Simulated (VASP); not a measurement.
# Cs (P6_3/mmc) in VASP: notebook

Runs on Cs. Level: PBEsol. Tasks: single point.

Program: VASP 6.6.1. These are calculated values, not measurements. Logs are shortened: lines on timing, memory, paths and dates and some standing lists are left out, and cuts for length are marked.

## Step 1: The cell of the first run

It takes space group P6_3/mmc (No. 194, hexagonal). The conventional cell has a = 3.298 Å, b = 3.298 Å, c = 5.222 Å, α = 90.00°, β = 90.00°, γ = 120.00°. Cs (site symmetry -6m2) has 12 Cs at 3.23 to 3.30 Å within 4.3 Å.

This isn't the form of Cs at room conditions, which is bcc.

## Step 2: Single point, PBEsol

INCAR

```
  PREC = Accurate
  ENCUT = 520
  EDIFF = 1E-6
  ISMEAR = -1
  SIGMA = 0.05
  LREAL = F
  LASPH = T
  NELM = 80
  ALGO = Normal
  ISIF = 2
  LWAVE = F
  LCHARG = F
  GGA = PS
  NBANDS = 16
```

KPOINTS

```
Automatic mesh
0
Gamma
  6 6 3
```

POSCAR

```
Cs
1.0
    3.2982644184      0.0000000000      0.0000000000
   -1.6491322092      2.8563807747      0.0000000000
    0.0000000000      0.0000000000      5.2218761043
Cs
2
Direct
    0.6666666667      0.3333333333      0.7500000000
    0.3333333333      0.6666666667      0.2500000000
```

Potentials or basis: VASP PAW PBE potentials, release 64 (Cs_sv).

Command:

```console
$ cat potpaw_PBE.64/Cs_sv/POTCAR > POTCAR
$ mpirun -np 1 vasp_std > vasp.out
```

OUTCAR:

```text
PREC = Accurate
   ENCUT = 520
   EDIFF = 1E-6
   ISMEAR = -1
   LREAL = F
   LASPH = T
   NELM = 80
   ISIF = 2
   GGA = PS

 ion  position               nearest neighbor table
   1  0.667  0.333  0.750-
   2  0.333  0.667  0.250-

  LATTYP: Found a hexagonal cell.
 ALAT       =     3.2982644184
 C/A-ratio  =     1.5832193669

  Lattice vectors:

 A1 = (   3.2982644184,   0.0000000000,   0.0000000000)
 A2 = (  -1.6491322092,   2.8563807747,   0.0000000000)
 A3 = (   0.0000000000,   0.0000000000,   5.2218761043)

Analysis of symmetry for initial positions (statically):
=====================================================================
 Subroutine PRICEL returns:
 Original cell was already a primitive cell.

 Routine SETGRP: Setting up the symmetry group for a
 hexagonal supercell.

 Subroutine GETGRP returns: Found 24 space group operations
 (whereof 12 operations were pure point group operations)
 out of a pool of 24 trial point group operations.

The static configuration has the point symmetry D_3d.
 The point group associated with its full space group is D_6h.

Analysis of symmetry for dynamics (positions and initial velocities):
=====================================================================
 Subroutine PRICEL returns:
 Original cell was already a primitive cell.

 Routine SETGRP: Setting up the symmetry group for a
 hexagonal supercell.

 Subroutine GETGRP returns: Found 24 space group operations
 (whereof 12 operations were pure point group operations)
 out of a pool of 24 trial point group operations.

The dynamic configuration has the point symmetry D_3d.
 The point group associated with its full space group is D_6h.

 Subroutine INISYM returns: Found 24 space group operations
 (whereof 12 operations are pure point group operations),
 and found     1 'primitive' translations

----------------------------------------------------------------------------------------

                                     Primitive cell

  volume of cell :      49.1958

  direct lattice vectors                    reciprocal lattice vectors
     3.298264418  0.000000000  0.000000000     0.303189761  0.175046690  0.000000000
    -1.649132209  2.856380775  0.000000000     0.000000000  0.350093380  0.000000000
[... 69 lines left out ...]
   LNONCOLLINEAR =      F non collinear calculations
   LSORBIT =      F    spin-orbit coupling
   LASPH  =      T    aspherical Exc in radial PAW
   ENCUT  =  520.0 eV  38.22 Ry    6.18 a.u.   6.13  6.13  9.71*2*pi/ulx,y,z
   NELM   =     80;   NELMIN=  2; NELMDL= -5     # of ELM steps
   EDIFF  = 0.1E-05   stopping-criterion for ELM
   LREAL  =      F    real-space projection
   EDIFFG = 0.1E-04   stopping-criterion for IOM
   NSW    =      0    number of steps for IOM
   IBRION =     -1    ionic relax: 0-MD 1-quasi-New 2-CG
   NFREE  =      0    steps in history (QN), initial steepest desc. (CG)
   ISIF   =      2    stress and relaxation
   ISYM   =      2    0-nonsym 1-usesym 2-fastsym
   POTIM  = 0.5000    time-step for ionic-motion
   TEBEG  =    0.0;   TEEND  =   0.0 temperature during run
   PSTRESS=    0.0 pullay stress
   NELECT =      18.0000    total number of electrons
   NUPDOWN=      -1.0000    fix difference up-down
   EMIN   =  10.00;   EMAX   =-10.00  energy-range for DOS
   EFERMI =   0.00;   METHOD = LEGACY
   ISMEAR =    -1;   SIGMA  =   0.05  broadening in eV -4-tet -1-fermi 0-gaus
   EFERMI_NEDOS =   21; number of points for ismear=-14 and -15
   IALGO  =     38    algorithm
   IMIX   =      4    mixing-type and parameters
     AMIX     =   0.40;   BMIX     =  1.00
     AMIX_MAG =   1.60;   BMIX_MAG =  1.00
  volume/ion in A,a.u.               =      24.60       165.99
  Fermi-wavevector in a.u.,A,eV,Ry     =   1.170908  2.212696 18.653951  1.371027
  Thomas-Fermi vector in A             =   2.307360
   LORBIT       =      0    0 simple, 1 ext, 2 COOP (PROOUT), +10 PAW based schemes
   GGA     = PS    functional components
   LHFCALC =     F    Hartree Fock is set to
   AEXX    =    0.0000 exact exchange contribution
   IVDW    =     0    specifies the selected vdW correction
   LEPSILON=     F    determine dielectric tensor
   LRPA    =     F    only Hartree local field effects (RPA)
 non-spin polarized calculation
  energy-cutoff  :      520.00
  volume of cell :       49.20
 maximum number of plane-waves:      1338
 NGX is ok and might be reduce to    28
   NGX = 13   NGY = 13   NGZ = 19

 number of electron      17.9999999 magnetization

 Free energy of the ion-electron system (eV)
  ---------------------------------------------------
  ext. energy  EPLUGINS =         0.00000000
  ---------------------------------------------------
  free energy    TOTEN  =         2.00412853 eV

  energy without entropy =        2.01570583  energy(sigma->0) =        2.00991718

 E-fermi :   8.2657     XC(G=0): -11.5016

 val. band max:        8.2043715250   @ k =   0.1667   0.0000   0.0000
 cond. band min:       8.4044309465   @ k =   0.1667   0.0000   0.3333
 fundamental gap:      0.2000594216
 Fermi energy:         8.2657216893

 k-point     1 :       0.0000    0.0000    0.0000
  band No.  band energies     occupation
      1     -17.6972      2.00000
      2     -15.7241      2.00000
      3      -6.5367      2.00000
      4      -0.8979      2.00000
      5      -0.8979      2.00000
      6       0.0955      2.00000
[... 243 lines left out ...]
      3      -5.2937      2.00000
      4      -5.2937      2.00000
      5      -4.8875      2.00000
      6      -3.7518      2.00000
[... 8 lines left out ...]
     15      14.0997      0.00000
     16      14.2324      0.00000

------------------------ aborting loop because EDIFF is reached ----------------------------------------

  FORCE on cell =-STRESS in cart. coord.  units (eV):
  Direction    XX          YY          ZZ          XY          YZ          ZX
  --------------------------------------------------------------------------------------
  -------------------------------------------------------------------------------------
  Total        9.7371772      9.7371772      9.9051938      0.0000000      0.0000000      0.0000000
  in kB      317.1140784    317.1140784    322.5859320      0.0000000      0.0000000      0.0000000
  external PRESSURE =     318.9380296 kB  Pullay stress =       0.0000000 kB

 VOLUME and BASIS-vectors are now :
 -----------------------------------------------------------------------------
  energy-cutoff  :      520.00
  volume of cell :       49.20
      direct lattice vectors                 reciprocal lattice vectors
     3.298264418  0.000000000  0.000000000     0.303189761  0.175046690  0.000000000
    -1.649132209  2.856380775  0.000000000     0.000000000  0.350093380  0.000000000
     0.000000000  0.000000000  5.221876104     0.000000000  0.000000000  0.191502054

 POSITION                                       TOTAL-FORCE (eV/Angst)
 -----------------------------------------------------------------------------------
      1.64913      0.95213      3.91641         0.000000     -0.000000      0.000000
     -0.00000      1.90425      1.30547        -0.000000      0.000000      0.000000
 -----------------------------------------------------------------------------------
    total drift:                               -0.000000      0.000000     -0.000000

  FREE ENERGIE OF THE ION-ELECTRON SYSTEM (eV)
  ---------------------------------------------------
  free  energy   TOTEN  =         2.0041285335 eV

  energy  without entropy=        2.0157058343  energy(sigma->0) =        2.00991718
```

OSZICAR:

```text
N       E                     dE             d eps       ncg     rms          rms(c)
DAV:   1     0.105828042998E+03    0.10583E+03   -0.80184E+03   456   0.996E+02
DAV:   2     0.674647196461E+01   -0.99082E+02   -0.94926E+02   624   0.183E+02
DAV:   3     0.175446649069E+01   -0.49920E+01   -0.49700E+01   592   0.442E+01
DAV:   4     0.173255459262E+01   -0.21912E-01   -0.21895E-01   528   0.319E+00
DAV:   5     0.173248070161E+01   -0.73891E-04   -0.73891E-04   576   0.183E-01    0.205E+00
DAV:   6     0.193124147247E+01    0.19876E+00   -0.14156E-01   488   0.204E+00    0.991E-01
DAV:   7     0.200287565397E+01    0.71634E-01   -0.14355E-01   504   0.206E+00    0.221E-01
DAV:   8     0.200408944622E+01    0.12138E-02   -0.39188E-03   552   0.374E-01    0.556E-02
DAV:   9     0.200410998322E+01    0.20537E-04   -0.13402E-04   576   0.667E-02    0.208E-02
DAV:  10     0.200412830239E+01    0.18319E-04   -0.10541E-05   552   0.217E-02    0.327E-03
DAV:  11     0.200412853346E+01    0.23107E-06   -0.66683E-07   336   0.502E-03
   1 F= 0.20041285E+01 E0= 0.20099172E+01  d E =-.115773E-01
```

stdout:

```text
POSCAR found type information on POSCAR Cs
 POSCAR found :  1 types and       2 ions
 scaLAPACK will be used
 -----------------------------------------------------------------------------
|                                                                             |
|                                                                             |
|     You enforced a specific xc type in the INCAR file but a different       |
|     I HOPE YOU KNOW WHAT YOU ARE DOING!                                     |
|                                                                             |
 -----------------------------------------------------------------------------

 LDA part: xc-table for (Slater+PW92), standard interpolation
 POSCAR, INCAR and KPOINTS ok, starting setup
 FFT: planning ... GRIDC
 FFT: planning ... GRID_SOFT
 FFT: planning ... GRID
 WAVECAR not read
 entering main loop
```

Run time: 4.8 s. Hardware: 1 thread of Intel Xeon 6975P-C (Granite Rapids), shared host; peak memory 0.17 GiB.

What came out:

* Free energy: 2.0041 eV
* Pressure: 31.9 GPa
* Band gap on the k mesh: zero (bands 9 and 10 overlap by 2.20 eV)

Caveat: the k points lie up to 0.40 Å⁻¹ apart, too coarse for converged energies and pressures of a metal; the PAW data sets were made with another functional, which shifts forces and pressure a little; spin-orbit coupling is left out, which moves the levels of the heavy elements.

## Step 3: Single point, PBEsol

This run uses another cell than the first one, of 26.83 Å³/atom.

INCAR

```
PREC = Accurate
ENCUT = 520
EDIFF = 1E-7
ISMEAR = -1
SIGMA = 0.05
LREAL = False
LASPH = True
NELM = 80
ALGO = Fast
ISIF = 2
LWAVE = False
LCHARG = True
GGA = PS
LELF = True
LVHAR = True
NBANDS = 16
```

KPOINTS

```
regular mesh
0
Gamma
  6 6 3
```

POSCAR

```
Cs
1.0
    3.4009323334      0.0000000000      0.0000000000
   -1.7004661667      2.9452937973      0.0000000000
    0.0000000000      0.0000000000      5.3578268874
Cs
2
Direct
    0.6666666667      0.3333333333      0.7500000000
    0.3333333333      0.6666666667      0.2500000000
```

Potentials or basis: VASP PAW PBE potentials, release 64 (Cs_sv).

Command:

```console
$ cat potpaw_PBE.64/Cs_sv/POTCAR > POTCAR
$ mpirun -np 1 vasp_std > vasp.out
```

OUTCAR:

```text
PREC = Accurate
   ENCUT = 520
   EDIFF = 1E-7
   ISMEAR = -1
   LREAL = False
   LASPH = True
   NELM = 80
   ISIF = 2
   GGA = PS

 ion  position               nearest neighbor table
   1  0.667  0.333  0.750-
   2  0.333  0.667  0.250-

  LATTYP: Found a hexagonal cell.
 ALAT       =     3.4009323334
 C/A-ratio  =     1.5753994382

  Lattice vectors:

 A1 = (   3.4009323334,   0.0000000000,   0.0000000000)
 A2 = (  -1.7004661667,   2.9452937973,   0.0000000000)
 A3 = (   0.0000000000,   0.0000000000,   5.3578268874)

Analysis of symmetry for initial positions (statically):
=====================================================================
 Subroutine PRICEL returns:
 Original cell was already a primitive cell.

 Routine SETGRP: Setting up the symmetry group for a
 hexagonal supercell.

 Subroutine GETGRP returns: Found 24 space group operations
 (whereof 12 operations were pure point group operations)
 out of a pool of 24 trial point group operations.

The static configuration has the point symmetry D_3d.
 The point group associated with its full space group is D_6h.
[... 148 lines left out ...]
  free energy    TOTEN  =         1.27330521 eV

  energy without entropy =        1.28443536  energy(sigma->0) =        1.27887029

 E-fermi :   7.5233     XC(G=0): -11.0503

 val. band max:        7.4451132604   @ k =   0.1667  -0.0000   0.0000
 cond. band min:       7.6804290899   @ k =   0.0000   0.0000   0.0000
 fundamental gap:      0.2353158295
 Fermi energy:         7.5233307202

 k-point     1 :       0.0000    0.0000    0.0000
  band No.  band energies     occupation
      1     -17.9822      2.00000
      2     -16.3754      2.00000
      3      -6.7064      2.00000
      4      -1.8819      2.00000
      5      -1.8819      2.00000
      6      -1.0274      2.00000
[... 243 lines left out ...]
      3      -5.6089      2.00000
      4      -5.6089      2.00000
      5      -5.2198      2.00000
      6      -4.2190      2.00000
[... 8 lines left out ...]
     15      12.9904      0.00000
     16      13.1430      0.00000

------------------------ aborting loop because EDIFF is reached ----------------------------------------

  FORCE on cell =-STRESS in cart. coord.  units (eV):
  Direction    XX          YY          ZZ          XY          YZ          ZX
  --------------------------------------------------------------------------------------
  -------------------------------------------------------------------------------------
  Total        7.0789422      7.0789422      7.1674567      0.0000000     -0.0000000      0.0000000
  in kB      211.3312178    211.3312178    213.9736857      0.0000000     -0.0000000      0.0000000
  external PRESSURE =     212.2120404 kB  Pullay stress =       0.0000000 kB

 VOLUME and BASIS-vectors are now :
 -----------------------------------------------------------------------------
  energy-cutoff  :      520.00
  volume of cell :       53.67
      direct lattice vectors                 reciprocal lattice vectors
     3.400932333  0.000000000  0.000000000     0.294037017  0.169762351  0.000000000
    -1.700466167  2.945293797  0.000000000     0.000000000  0.339524702  0.000000000
     0.000000000  0.000000000  5.357826887     0.000000000  0.000000000  0.186642835

 POSITION                                       TOTAL-FORCE (eV/Angst)
 -----------------------------------------------------------------------------------
      1.70047      0.98176      4.01837         0.000000     -0.000000      0.000000
     -0.00000      1.96353      1.33946        -0.000000      0.000000      0.000000
 -----------------------------------------------------------------------------------
    total drift:                               -0.000000      0.000000     -0.000000

  FREE ENERGIE OF THE ION-ELECTRON SYSTEM (eV)
  ---------------------------------------------------
  free  energy   TOTEN  =         1.2733052104 eV

  energy  without entropy=        1.2844353638  energy(sigma->0) =        1.27887029
```

stdout:

```text
POSCAR found type information on POSCAR Cs
 POSCAR found :  1 types and       2 ions
 scaLAPACK will be used
 -----------------------------------------------------------------------------
|                                                                             |
|                                                                             |
|     You enforced a specific xc type in the INCAR file but a different       |
|     I HOPE YOU KNOW WHAT YOU ARE DOING!                                     |
|                                                                             |
 -----------------------------------------------------------------------------

 LDA part: xc-table for (Slater+PW92), standard interpolation
 POSCAR, INCAR and KPOINTS ok, starting setup
 FFT: planning ... GRIDC
 FFT: planning ... GRID_SOFT
 FFT: planning ... GRID
 WAVECAR not read
 entering main loop
```

Run time: 7.4 s. Hardware: 1 thread of Intel Xeon 6975P-C (Granite Rapids), shared host; peak memory 0.16 GiB.

Results:

```yaml
Free_energy: 1.2733 eV
Pressure: 21.2 GPa
Band_gap_on_the_k_mesh: zero (bands 9 and 10 overlap by 1.98 eV)
```

Caveat: the k points lie up to 0.39 Å⁻¹ apart, too coarse for converged energies and pressures of a metal; the PAW data sets were made with another functional, which shifts forces and pressure a little; spin-orbit coupling is left out, which moves the levels of the heavy elements.

## Step 4: Single point, PBEsol

This run uses another cell than the first one, of 30.93 Å³/atom.

INCAR

```
SYSTEM = Cs
ALGO = Normal
EDIFF = 1E-6
ENCUT = 520
GGA = PS
ISIF = 2
ISMEAR = -1
LASPH = .TRUE.
LCHARG = .FALSE.
LREAL = .FALSE.
LWAVE = .FALSE.
NBANDS = 16
NELM = 80
PREC = Accurate
SIGMA = 0.05
```

KPOINTS

```
k-points
0
G
  6 6 3
  0 0 0
```

POSCAR

```
Cs
1.0
    3.5833384703      0.0000000000      0.0000000000
   -1.7916692351      3.1032621456      0.0000000000
    0.0000000000      0.0000000000      5.5636791560
Cs
2
Direct
    0.6666666667      0.3333333333      0.7500000000
    0.3333333333      0.6666666667      0.2500000000
```

Command:

```console
$ cat potpaw_PBE.64/Cs_sv/POTCAR > POTCAR
$ mpirun -np 1 vasp_std > vasp.out
```

Run time: 5.2 s. Hardware: 1 thread of Intel Xeon 6975P-C (Granite Rapids), shared host; peak memory 0.17 GiB.

The run converged. Its results:

```yaml
Free_energy: 0.4865 eV
Pressure: 10.6 GPa
Band_gap_on_the_k_mesh: zero (bands 9 and 10 overlap by 1.65 eV)
```

Levels at points of the mesh, in eV from the Fermi level:
| k point | band 5 | band 6 | band 7 | band 8 | band 9 | band 10 | band 11 | band 12 | band 13 | band 14 |
| --- | --- | --- | --- | --- | --- | --- | --- | --- | --- | --- |
| (0.00, 0.00, 0.00) | -9.76 | -9.08 | -9.08 | -8.77 | -0.96 | -0.81 | 2.74 | 2.74 | 3.45 | 4.03 |
| (0.50, 0.00, 0.00) | -11.70 | -10.77 | -10.30 | -9.49 | -1.55 | -0.24 | 0.43 | 2.30 | 4.85 | 5.08 |

Caveat: the k points lie up to 0.38 Å⁻¹ apart, too coarse for converged energies and pressures of a metal; the PAW data sets were made with another functional, which shifts forces and pressure a little; spin-orbit coupling is left out, which moves the levels of the heavy elements.

## Step 5: The runs side by side

```tsv
cell	gap on the mesh (eV)	pressure (GPa)
a = 3.298, b = 3.298, c = 5.222 Å, angles 90.0, 90.0, 120.0°, 2 atoms	none	31.9
a = 3.401, b = 3.401, c = 5.358 Å, angles 90.0, 90.0, 120.0°, 2 atoms	none	21.2
a = 3.583, b = 3.583, c = 5.564 Å, angles 90.0, 90.0, 120.0°, 2 atoms	none	10.6
```

Alike in all rows: task single point; level PBEsol; potentials or basis VASP PAW PBE potentials, release 64 (Cs_sv); no spin polarisation; k mesh 6 × 6 × 3; cutoff (eV) 520; smearing fermi-dirac 0.05 eV.

Caveats: all runs use coarse meshes; the PAW data sets were made with another functional, which shifts forces and pressure a little; spin-orbit coupling is left out, which moves the levels of the heavy elements.

Total energies depend on the potentials used, so only differences within one code and one set of settings carry meaning.
